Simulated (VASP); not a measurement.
Wanted: the native input for a VASP 6.6.1 run.

```yaml
Task: electric field gradients
Functional: PBE
Potentials_or_basis: VASP PAW PBE potentials, release 64 (Cd, S)
Cutoff: 520 eV
k_mesh: 7 × 7 × 4
Occupations: fermi-dirac, width 0.01 eV
Spin: no spin polarisation
Dipole_correction: no
Further_INCAR_settings: ALGO = Normal; EDIFF = 1e-08; NBANDS = 26
```

The structure of CdS lies in POSCAR:

```
CdS
1.0
    4.1892106958      0.0000000000      0.0000000000
   -2.0946053479      3.6279628844      0.0000000000
    0.0000000000      0.0000000000      6.8378128164
Cd S
2 2
Direct
    0.3333333333      0.6666666667      0.0000000000
    0.6666666667      0.3333333333      0.5000000000
    0.3333333333      0.6666666667      0.3850000000
    0.6666666667      0.3333333333      0.8850000000
```

This cell differs from its parent crystal: volume scaled by 1.04.

These files were run (other wordings do the same):

INCAR

```
PREC = Accurate
ENCUT = 520
EDIFF = 1E-8
ISMEAR = -1
SIGMA = 0.01
LREAL = False
LASPH = True
NELM = 100
ALGO = Normal
ISIF = 2
LWAVE = False
LCHARG = False
GGA = PE
LEFG = True
NBANDS = 26
```

KPOINTS

```
Automatic mesh
0
Gamma
  7 7 4
```

Potentials or basis: VASP PAW PBE potentials, release 64 (Cd, S).

Command:

```bash
$ cat potpaw_PBE.64/Cd/POTCAR potpaw_PBE.64/S/POTCAR > POTCAR
$ mpirun -np 1 vasp_std > vasp.out
```

It gave:

| Quantity | Value |
| --- | --- |
| Pressure | 0.5 GPa |
| Largest force | 0.230 eV/Å |
| Band gap on the k mesh | 1.14 eV, direct |

Caveat: without QUAD_EFG the Cq values of the log hold for a quadrupole moment of 1 mb, not for the nuclei.

Run time: 74 s on 1 thread of AMD EPYC 7R43 64-Core Processor (Zen 3), with other jobs on the host, peak memory 0.21 GiB.
